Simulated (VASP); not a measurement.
# P: single point with PBEsol+D4

Crystal: P.

```
P
1.0
    -1.16366    1.16366    1.16366
     1.16366   -1.16366    1.16366
     1.16366    1.16366   -1.16366
P
1
Direct
  0.00000 0.00000 0.00000
```

This isn't the form of P at room conditions, which is orthorhombic.

| Quantity | Value |
| --- | --- |
| Program | VASP 6.6.1 |
| Task | single point |
| Functional | PBEsol |
| Dispersion | D4 |
| Potentials or basis | VASP PAW PBE potentials, release 64 (P) |
| Cutoff | 500 eV |
| k mesh | 24 × 24 × 24 |
| Occupations | gaussian, width 0.1 eV |
| Spin | no spin polarisation |
| Dipole correction | no |
| Further INCAR settings | ALGO = Normal; EDIFF = 1e-06; NBANDS = 8 |

The pressure is 397.7 GPa and the band gap on the k mesh is zero (an odd number of electrons rules out a gap without spin polarisation). The dispersion energy per atom is -0.582 eV.

Levels at points of the mesh, in eV from the Fermi level:
| k point | band 1 | band 2 | band 3 | band 4 | band 5 | band 6 | band 7 | band 8 |
| --- | --- | --- | --- | --- | --- | --- | --- | --- |
| (0.00, 0.00, 0.00) | -27.93 | 14.93 | 14.93 | 14.93 | 20.20 | 20.20 | 20.20 | 21.48 |
| (0.50, 0.00, 0.00) | -16.21 | -14.16 | 5.94 | 7.45 | 10.86 | 14.09 | 29.26 | 32.88 |
| (0.50, 0.50, 0.50) | -4.54 | -4.54 | -4.54 | -3.45 | -3.45 | 6.74 | 37.91 | 37.91 |

It took 5.5 s on 1 thread of Intel(R) Xeon(R) 6975P-C (Granite Rapids), on a shared host, peak memory 0.12 GiB.

Caveat: the cell stands under pressure; the PAW data sets were made with another functional, which shifts forces and pressure a little.
